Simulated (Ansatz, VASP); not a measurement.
**PtS2 in VASP and in Ansatz**

```
Pt S
1.0
     3.57659    0.00000    0.00000
    -1.78830    3.09742    0.00000
     0.00000    0.00000    6.49664
Pt S
1 2
Direct
  0.00000 0.00000 0.00000
  0.33333 0.66667 0.18895
  0.66667 0.33333 0.81105
```

Alike in both runs: task relaxation of the atoms; functional PBE; k mesh 9 × 9 × 4; occupations gaussian, width 0.05 eV; no spin polarisation.

```csv
,VASP,Ansatz
version,VASP 6.6.1,Ansatz 0.2.0
potentials or method,"VASP PAW PBE potentials, release 64 (Pt, S), cutoff 520 eV","scalar-relativistic, plane waves, PAW"
valence electrons in the cell,22,30
```

|  | VASP | Ansatz | Ansatz less VASP |
| --- | --- | --- | --- |
| gap on the k mesh at the Fermi level, each at its own relaxed structure (eV) | 1.57 | 1.57 | -0.005 |

VASP's potentials hold 22 valence electrons a cell and Ansatz's 30, so a difference there can come from the potentials and not from the codes. Ansatz's warnings: stress scf threshold loose.

Spin-orbit coupling is off throughout.
